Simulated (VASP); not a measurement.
C: single point with PBEsol

The system is C.

```
CELL_PARAMETERS angstrom
1.68601 0.00000 0.00000
-0.84300 1.46013 0.00000
0.00000 0.00000 13.33298
ATOMIC_POSITIONS crystal
C 0.00000 0.00000 0.00000
C 0.00000 0.00000 0.50000
C 0.33333 0.66667 0.25000
C 0.66667 0.33333 0.75000
```

| Item | Value |
| --- | --- |
| Program | VASP 6.6.1 |
| Task | single point |
| Functional | PBEsol |
| Potentials or basis | VASP PAW PBE potentials, release 64 (C) |
| Cutoff | 520 eV |
| k mesh | 23 × 23 × 3 |
| Occupations | fermi-dirac, width 0.1 eV |
| Spin | no spin polarisation |
| Dipole correction | no |
| Further INCAR settings | ALGO = Normal; EDIFF = 1e-07; NBANDS = 16 |

| Item | Value |
| --- | --- |
| Pressure | 6.3 GPa |
| Band gap on the k mesh | zero (bands 8 and 9 overlap by 1.53 eV) |

Stress tensor (GPa, compression positive):
```
 9.84  0.00  0.00
 0.00  9.84  0.00
 0.00  0.00 -0.88
```

Levels at points of the mesh, in eV from the Fermi level:
| k point | band 6 | band 7 | band 8 | band 9 | band 10 | band 11 |
| --- | --- | --- | --- | --- | --- | --- |
| (0.00, 0.00, 0.00) | -9.27 | -9.27 | -8.16 | 2.86 | 5.72 | 5.72 |

Wall time 95 s on 1 thread of AMD EPYC 7R13 (shared host), peak memory 0.14 GiB.

Caveat: the cell stands under pressure; the PAW data sets were made with another functional, which shifts forces and pressure a little; this functional lacks dispersion, which binds the layers, so the pressure and a relaxed spacing across them are unreliable.
